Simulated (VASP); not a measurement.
# Na3FeSb (Pm-3m) in VASP: notebook, part 2 of 2

VASP 6.6.1. Earlier steps stand in the parts before.

### Step 4. Relaxation of cell and atoms, PBE, collinear spin, ferromagnetic start

This run uses another cell than the first one, of 19.13 Å³/atom.

INCAR

```
ALGO     = Normal         # electronic algorithm
EDIFF    = 1E-6           # SCF threshold, eV
EDIFFG   = -0.04          # ionic threshold
ENCUT    = 600            # plane-wave cutoff, eV
GGA      = PE             # functional
IBRION   = 2              # ionic algorithm
ISIF     = 3              # what is computed and relaxed
ISMEAR   = 0              # smearing method
ISPIN    = 2              # spin polarisation
LASPH    = True           # aspherical terms in the spheres
LCHARG   = False          # write CHGCAR
LMAXMIX  = 4              # l up to which the mixer works
LORBIT   = 11             # projections on sites
LREAL    = False          # projectors in reciprocal space
LWAVE    = False          # write WAVECAR
MAGMOM   = 0 0 0 3.58 0   # initial moments
NELM     = 150            # most SCF steps
NSW      = 90             # ionic steps
PREC     = Accurate       # precision mode
SIGMA    = 0.1            # smearing width, eV
```

KPOINTS

```
k-points
0
Gamma
  4 4 4
```

POSCAR

```
Na3FeSb
1.0
    4.5731106668      0.0000000000      0.0000000000
    0.0000000000      4.5731106668      0.0000000000
    0.0000000000      0.0000000000      4.5731106668
Na Fe Sb
3 1 1
Direct
    0.0000000000      0.5000000000      0.5000000000
    0.5000000000      0.0000000000      0.5000000000
    0.5000000000      0.5000000000      0.0000000000
    0.0000000000      0.0000000000      0.0000000000
    0.5000000000      0.5000000000      0.5000000000
```

On the command line:

```
$ cat potpaw_PBE.64/Na_pv/POTCAR potpaw_PBE.64/Fe/POTCAR potpaw_PBE.64/Sb/POTCAR > POTCAR
$ mpirun -np 1 vasp_std > vasp.out
```

Run time: 8.2 min. Hardware: 1 thread of Intel Xeon 6975P-C (Granite Rapids), shared host; peak memory 0.33 GiB.

The run converged. Its results:

| Quantity | Value |
| --- | --- |
| Free energy | -13.2994 eV |
| Relaxed volume | 40.62 Å³/atom |
| Relaxed cell | a = 5.878 Å, b = 5.878 Å, c = 5.878 Å, α = 90.00°, β = 90.00°, γ = 90.00° |
| Space group after relaxing (to 0.1 Å) | Pm-3m (No. 221) |
| Energy gained by relaxing | 1395.7 meV/atom |
| Ionic steps | 5 |
| Pressure after relaxing | -0.1 GPa |
| Band gap on the k mesh | zero (filled and empty bands overlap) |
| Net moment | 3.99 μB per cell |
| Site moments | Na +0.00; Fe +3.41; Sb +0.11 μB |
| Valence electrons inside the program's atomic spheres | Na 6.05; Fe 6.53; Sb 2.50 |

Step by step:
| step | energy change (eV) | largest force (eV/Å) | pressure (GPa) | volume (Å³) |
| --- | --- | --- | --- | --- |
| 1 | 0.0000 | 0.0000 | 37.78 | 95.64 |
| 2 | -6.6359 | 0.0000 | 2.46 | 172.64 |
| 3 | -6.7757 | 0.0000 | 1.14 | 185.26 |
| 4 | -6.9612 | 0.0000 | -0.49 | 212.34 |
| 5 | -6.9784 | 0.0000 | -0.07 | 203.10 |

Final structure:
```yaml
crystal:
  lattice:
    - [5.87813, 0.00000, 0.00000]
    - [0.00000, 5.87813, 0.00000]
    - [0.00000, 0.00000, 5.87813]
  atoms:
    - { symbol: Na, position: [0.00000, 0.50000, 0.50000] }
    - { symbol: Na, position: [0.50000, 0.00000, 0.50000] }
    - { symbol: Na, position: [0.50000, 0.50000, 0.00000] }
    - { symbol: Fe, position: [0.00000, 0.00000, 0.00000] }
    - { symbol: Sb, position: [0.50000, 0.50000, 0.50000] }
```

Levels at points of the mesh, in eV from the Fermi level:
Spin up:
| k point | band 17 | band 18 | band 19 | band 20 | band 21 | band 22 |
| --- | --- | --- | --- | --- | --- | --- |
| (0.00, 0.00, 0.00) | -0.53 | -0.53 | -0.53 | 3.09 | 3.19 | 3.19 |
| (0.50, 0.00, 0.00) | -0.35 | -0.35 | -0.10 | 0.74 | 2.58 | 2.58 |
| (0.50, 0.50, 0.00) | -1.35 | -1.35 | -0.28 | 2.31 | 2.31 | 3.09 |
| (0.50, 0.50, 0.50) | -1.01 | -1.01 | -1.01 | 1.12 | 1.12 | 1.12 |
Spin down:
| k point | band 12 | band 13 | band 14 | band 15 | band 16 | band 17 | band 18 | band 19 |
| --- | --- | --- | --- | --- | --- | --- | --- | --- |
| (0.00, 0.00, 0.00) | -0.38 | -0.38 | -0.38 | -0.14 | -0.13 | 0.87 | 0.87 | 0.88 |
| (0.50, 0.00, 0.00) | -0.27 | -0.27 | -0.12 | -0.03 | 0.51 | 0.85 | 0.88 | 0.93 |
| (0.50, 0.50, 0.00) | -1.24 | -0.72 | -0.13 | -0.03 | -0.02 | 0.77 | 0.83 | 0.83 |
| (0.50, 0.50, 0.50) | -0.98 | -0.98 | -0.16 | -0.02 | -0.02 | 0.94 | 0.94 | 0.95 |

Caveat: the volume moved by over 15 % at a fixed basis, so the end points are rough; spin-orbit coupling is left out, which moves the levels of the heavy elements; a cell with one magnetic atom can't hold antiferromagnetic order, which such compounds often take.

### Step 5. Single point, PBE, collinear spin, ferromagnetic start

This run uses another cell than the first one, of 40.65 Å³/atom.

INCAR

```
PREC = Accurate
ENCUT = 520
EDIFF = 1E-6
ISMEAR = 0
SIGMA = 0.1
LREAL = False
LASPH = True
NELM = 150
ALGO = Normal
ISIF = 2
LWAVE = False
LCHARG = False
ISPIN = 2
MAGMOM = 0 0 0 4.08 0.15
LORBIT = 11
LMAXMIX = 4
GGA = PE
NBANDS = 29
```

KPOINTS

```
Automatic mesh
0
Gamma
  6 6 6
```

Changes to POSCAR since step 4:

```diff
@@ -2,5 +2,5 @@
 1.0
-    4.5731106668      0.0000000000      0.0000000000
-    0.0000000000      4.5731106668      0.0000000000
-    0.0000000000      0.0000000000      4.5731106668
+    5.8796713172      0.0000000000      0.0000000000
+    0.0000000000      5.8796713172      0.0000000000
+    0.0000000000      0.0000000000      5.8796713172
 Na Fe Sb
```

Potentials or basis: VASP PAW PBE potentials, release 64 (Na_pv, Fe, Sb).

On the command line:

```
$ cat potpaw_PBE.64/Na_pv/POTCAR potpaw_PBE.64/Fe/POTCAR potpaw_PBE.64/Sb/POTCAR > POTCAR
$ mpirun -np 1 vasp_std > vasp.out
```

OUTCAR:

```text
PREC = Accurate
   ENCUT = 520
   EDIFF = 1E-6
   ISMEAR = 0
   LREAL = False
   LASPH = True
   NELM = 150
   ISIF = 2
   ISPIN = 2
   LORBIT = 11
   GGA = PE

 ion  position               nearest neighbor table
   1  0.000  0.500  0.500-   5 2.94   5 2.94
   2  0.500  0.000  0.500-   5 2.94   5 2.94
   3  0.500  0.500  0.000-   5 2.94   5 2.94
   4  0.000  0.000  0.000-
   5  0.500  0.500  0.500-   1 2.94   2 2.94   3 2.94   3 2.94   2 2.94   1 2.94

  LATTYP: Found a simple cubic cell.
 ALAT       =     5.8796713172

  Lattice vectors:

 A1 = (   5.8796713172,   0.0000000000,   0.0000000000)
 A2 = (   0.0000000000,   5.8796713172,   0.0000000000)
 A3 = (   0.0000000000,   0.0000000000,   5.8796713172)

Analysis of symmetry for initial positions (statically):
=====================================================================
 Subroutine PRICEL returns:
 Original cell was already a primitive cell.

 Routine SETGRP: Setting up the symmetry group for a
 simple cubic supercell.

 Subroutine GETGRP returns: Found 48 space group operations
 (whereof 48 operations were pure point group operations)
 out of a pool of 48 trial point group operations.

The static configuration has the point symmetry O_h .

Analysis of symmetry for dynamics (positions and initial velocities):
=====================================================================
 Subroutine PRICEL returns:
 Original cell was already a primitive cell.

 Routine SETGRP: Setting up the symmetry group for a
 simple cubic supercell.

 Subroutine GETGRP returns: Found 48 space group operations
 (whereof 48 operations were pure point group operations)
 out of a pool of 48 trial point group operations.

The dynamic configuration has the point symmetry O_h .

Analysis of structural, dynamic, and magnetic symmetry:
=====================================================================
[... 161 lines left out ...]

 val. band max:        0.0277812072   @ k =   0.5000   0.3333   0.3333
 cond. band min:       0.0320730080   @ k =   0.1667   0.1667   0.1667
 fundamental gap:      0.0042918008
 Fermi energy:         0.0305560684

 spin component 1

 k-point     1 :       0.0000    0.0000    0.0000
  band No.  band energies     occupation
      1     -23.8352      1.00000
      2     -23.8352      1.00000
      3     -23.8352      1.00000
      4     -23.8337      1.00000
      5     -23.8337      1.00000
      6     -23.8337      1.00000
[... 629 lines left out ...]
     28       7.3191      0.00000
     29       7.3191      0.00000
 Fermi energy:         0.0305560684

 spin component 2

 k-point     1 :       0.0000    0.0000    0.0000
  band No.  band energies     occupation
      1     -23.8365      1.00000
      2     -23.8365      1.00000
      3     -23.8365      1.00000
      4     -23.8350      1.00000
      5     -23.8350      1.00000
      6     -23.8350      1.00000
[... 629 lines left out ...]
     28       7.8721      0.00000
     29       7.8722      0.00000

------------------------ aborting loop because EDIFF is reached ----------------------------------------

  FORCE on cell =-STRESS in cart. coord.  units (eV):
  Direction    XX          YY          ZZ          XY          YZ          ZX
  --------------------------------------------------------------------------------------
  -------------------------------------------------------------------------------------
  Total        0.0278592      0.0278592      0.0278592     -0.0000000      0.0000000     -0.0000000
  in kB        0.2195936      0.2195936      0.2195936     -0.0000000      0.0000000     -0.0000000
  external PRESSURE =       0.2195936 kB  Pullay stress =       0.0000000 kB

 VOLUME and BASIS-vectors are now :
 -----------------------------------------------------------------------------
  energy-cutoff  :      520.00
  volume of cell :      203.26
      direct lattice vectors                 reciprocal lattice vectors
     5.879671317  0.000000000  0.000000000     0.170077534  0.000000000  0.000000000
     0.000000000  5.879671317  0.000000000     0.000000000  0.170077534  0.000000000
     0.000000000  0.000000000  5.879671317     0.000000000  0.000000000  0.170077534

 POSITION                                       TOTAL-FORCE (eV/Angst)
 -----------------------------------------------------------------------------------
      0.00000      2.93984      2.93984         0.000000      0.000000      0.000000
      2.93984      0.00000      2.93984         0.000000      0.000000      0.000000
      2.93984      2.93984      0.00000         0.000000      0.000000      0.000000
      0.00000      0.00000      0.00000         0.000000      0.000000      0.000000
      2.93984      2.93984      2.93984         0.000000      0.000000      0.000000
 -----------------------------------------------------------------------------------
    total drift:                                0.000000      0.000000     -0.000000

  FREE ENERGIE OF THE ION-ELECTRON SYSTEM (eV)
  ---------------------------------------------------
  free  energy   TOTEN  =       -13.2202087863 eV

  energy  without entropy=      -13.1538806480  energy(sigma->0) =      -13.18704472

 total charge

# of ion       s       p       d       tot
------------------------------------------
    1        0.078   5.977   0.000   6.056
    2        0.078   5.977   0.000   6.056
    3        0.078   5.977   0.000   6.056
    4        0.502   0.021   5.994   6.516
    5        1.138   1.355   0.001   2.495
--------------------------------------------------
tot          1.875  19.308   5.995  27.178

 magnetization (x)

# of ion       s       p       d       tot
------------------------------------------
    1        0.000   0.001   0.000   0.002
    2        0.000   0.001   0.000   0.002
    3        0.000   0.001   0.000   0.002
    4        0.115   0.002   3.336   3.453
    5       -0.002   0.131  -0.000   0.129
--------------------------------------------------
tot          0.115   0.137   3.335   3.587
```

OSZICAR:

```text
N       E                     dE             d eps       ncg     rms          rms(c)
DAV:   1     0.264203068577E+03    0.26420E+03   -0.15261E+04  2320   0.104E+03
DAV:   2     0.284539610436E+01   -0.26136E+03   -0.24920E+03  2345   0.293E+02
DAV:   3    -0.165425290988E+02   -0.19388E+02   -0.18883E+02  2928   0.970E+01
[... 18 lines left out ...]
DAV:  22    -0.132199714026E+02   -0.63891E-02   -0.46388E-03  2296   0.375E-01    0.168E-01
DAV:  23    -0.132199842435E+02   -0.12841E-04   -0.14914E-04  2250   0.444E-02    0.970E-02
DAV:  24    -0.132201264214E+02   -0.14218E-03   -0.74391E-05  2150   0.350E-02    0.473E-02
DAV:  25    -0.132202052729E+02   -0.78852E-04   -0.95273E-05  2050   0.551E-02    0.632E-03
DAV:  26    -0.132202078336E+02   -0.25607E-05   -0.18355E-06  2342   0.668E-03    0.404E-03
DAV:  27    -0.132202087863E+02   -0.95262E-06   -0.31213E-06  2100   0.106E-02
   1 F= -.13220209E+02 E0= -.13187045E+02  d E =-.663281E-01  mag=     4.0001
```

Run time: 3.8 min. Hardware: 1 thread of Intel Xeon 6975P-C (Granite Rapids), shared host; peak memory 0.5 GiB.

Results:

| Item | Value |
| --- | --- |
| Free energy | -13.2202 eV |
| Pressure | 0.0 GPa |
| Band gap on the k mesh | zero (filled and empty bands overlap) |
| Net moment | 4.00 μB per cell |
| Site moments | Na +0.00; Fe +3.45; Sb +0.13 μB |
| Valence electrons inside the program's atomic spheres | Na 6.06; Fe 6.52; Sb 2.50 |

Caveat: spin-orbit coupling is left out, which moves the levels of the heavy elements; a cell with one magnetic atom can't hold antiferromagnetic order, which such compounds often take.

### Step 6. Overview

```tsv
task	cell	k mesh	cutoff (eV)	gap on the mesh (eV)	pressure (GPa)	moment (μB)
single point	a = 5.836 Å, 5 atoms	4 × 4 × 4	520	none	0.3	3.99
single point	a = 5.880 Å, 5 atoms	4 × 4 × 4	520	none	0.0	4.00
relaxation of cell and atoms	relaxed from a = 4.573 Å, 5 atoms	4 × 4 × 4	600	none	-0.1	3.99
single point	a = 5.880 Å, 5 atoms	6 × 6 × 6	520	none	0.0	4.00
```

Alike in all rows: level PBE; potentials or basis VASP PAW PBE potentials, release 64 (Na_pv, Fe, Sb); spin collinear, ferromagnetic start; smearing gaussian 0.1 eV.

Caveats: spin-orbit coupling is left out, which moves the levels of the heavy elements; a cell with one magnetic atom can't hold antiferromagnetic order, which such compounds often take; the volume moved by over 15 % at a fixed basis, so the end points are rough (at least some runs).

Total energies depend on the potentials used, so only differences within one code and one set of settings carry meaning.
